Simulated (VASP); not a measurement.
Wanted: the native input for a VASP 6.6.1 run.

```
Task                   : relaxation of volume and atoms at fixed shape
Functional             : PBEsol
Potentials or basis    : VASP PAW PBE potentials, release 64 (Re)
Cutoff                 : 600 eV
k mesh                 : 8 × 8 × 8
Occupations            : fermi-dirac, width 0.05 eV
Spin                   : no spin polarisation
Dipole correction      : no
Further INCAR settings : ALGO = Normal; EDIFF = 1e-07; IBRION = 2; EDIFFG = -0.02; NSW = 60; ISIF = 8
```

The structure of Re lies in POSCAR:

```
Re
1.0
    0.0000000000      1.9450000000      1.9450000000
    1.9450000000      0.0000000000      1.9450000000
    1.9450000000      1.9450000000      0.0000000000
Re
1
Direct
    0.0000000000      0.0000000000      0.0000000000
```

This isn't the form of Re at room conditions, which is hcp.

The input as run:

INCAR

```
PREC = Accurate
ENCUT = 600
EDIFF = 1E-7
ISMEAR = -1
SIGMA = 0.05
LREAL = False
LASPH = True
NELM = 120
ALGO = Normal
ISIF = 8
LWAVE = False
LCHARG = False
GGA = PS
IBRION = 2
NSW = 60
EDIFFG = -0.02
GGA_COMPAT = False
NELMIN = 4
```

KPOINTS

```
Automatic mesh
0
Gamma
  8 8 8
```

Potentials or basis: VASP PAW PBE potentials, release 64 (Re).

Command:

```bash
$ cat potpaw_PBE.64/Re/POTCAR > POTCAR
$ mpirun -np 1 vasp_std > vasp.out
```

Results of the run:

- Relaxed volume: 14.59 Å³/atom
- Relaxed cell: a = 2.743 Å, b = 2.743 Å, c = 2.743 Å, α = 60.00°, β = 60.00°, γ = 60.00°
- Space group after relaxing (to 0.1 Å): Fm-3m (No. 225)
- Energy gained by relaxing: 1.4 meV/atom
- Ionic steps: 3
- Pressure after relaxing: 0.0 GPa
- Band gap on the k mesh: zero (an odd number of electrons rules out a gap without spin polarisation)

Caveat: the PAW data sets were made with another functional, which shifts forces and pressure a little; spin-orbit coupling is left out, which moves the levels of the heavy elements.

It took 9.4 s on 1 thread of Intel(R) Xeon(R) Platinum 8488C (Sapphire Rapids) (shared host), peak memory 0.14 GiB.
